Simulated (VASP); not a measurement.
Input of a VASP 6.6.1 run:

Contents of INCAR:

```
PREC = Accurate ; ENCUT = 520
EDIFF = 1E-6 ; ISMEAR = 0
SIGMA = 0.05 ; LREAL = False
LASPH = True ; NELM = 60
ALGO = Normal ; ISIF = 2
LWAVE = False ; LCHARG = True
GGA = PE ; LELF = True
LVHAR = True ; NBANDS = 16
```

Contents of KPOINTS:

```
Automatic mesh
0
Gamma
  8 8 8
```

Contents of POSCAR:

```
AgCl
1.0
    0.0000000000      2.9182637648      2.6937819368
    2.9182637648      0.0000000000      2.6937819368
    2.9182637648      2.9182637648      0.0000000000
Ag Cl
1 1
Direct
    0.5000000000      0.5000000000      0.5000000000
    0.0000000000      0.0000000000      0.0000000000
```

Potentials or basis: VASP PAW PBE potentials, release 64 (Ag, Cl).

The run is started by

```bash
$ cat potpaw_PBE.64/Ag/POTCAR potpaw_PBE.64/Cl/POTCAR > POTCAR
$ mpirun -np 1 vasp_std > vasp.out
```

Question: Predict the pressure.

Answer: -1.1 GPa.

Question: Estimate the band gap on the k mesh.

Answer: 0.77 eV, indirect (least direct gap 2.94 eV).

Stress tensor (GPa, compression positive):
```
-1.31  0.00  0.00
 0.00 -1.31  0.00
 0.00  0.00 -0.67
```

Caveat: the cell differs from its parent crystal (strain +0.040 along x and y, -0.040 along z). A k mesh can miss the band edges.
